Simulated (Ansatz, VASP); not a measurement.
BeCd2S3 in VASP and in Ansatz

```
CELL_PARAMETERS angstrom
2.11279 -7.09621 0.00000
2.11279 7.09621 0.00000
0.00000 0.00000 4.37255
ATOMIC_POSITIONS crystal
Be 0.00000 0.00000 0.00000
Cd 0.12500 0.87500 0.50000
Cd 0.87500 0.12500 0.50000
S 0.50000 0.50000 0.50000
S 0.31500 0.68500 0.00000
S 0.68500 0.31500 0.00000
```

Change from the starting cell: species swapped into the TlAg3Te2 type (Cmmm, No. 65).

Alike in both runs: task relaxation of cell and atoms; functional PBE; k mesh 4 × 4 × 4; occupations gaussian, width 0.1 eV; no spin polarisation.

|  | VASP | Ansatz |
| --- | --- | --- |
| version | VASP 6.6.1 | Ansatz 0.2.0 |
| potentials or method | VASP PAW PBE potentials, release 64 (Be, Cd, S), cutoff 600 eV | scalar-relativistic, plane waves, PAW |
| valence electrons in the cell | 44 | 60 |

VASP gave:

| Item | Value |
| --- | --- |
| gap on the k mesh at the Fermi level, each at its own relaxed structure (eV) | none |
| relaxed volume (Å³/atom) | 22.68 |
| relaxed cell length with the largest relative difference (Å) | 11.104 |

Question: Which values does Ansatz return?

Answer: gap on the k mesh at the Fermi level, each at its own relaxed structure (eV): none; relaxed volume (Å³/atom): 24.73; relaxed cell length with the largest relative difference (Å): 12.156.

A gap of «none» marks a metal or a gap that the smearing closes. One of these differences is far larger than is usual between the two programs; its cause wasn't traced. VASP's potentials hold 44 valence electrons a cell and Ansatz's 60, so a difference there can come from the potentials and not from the codes.

The k mesh is coarse, so the values compare programs but aren't converged.
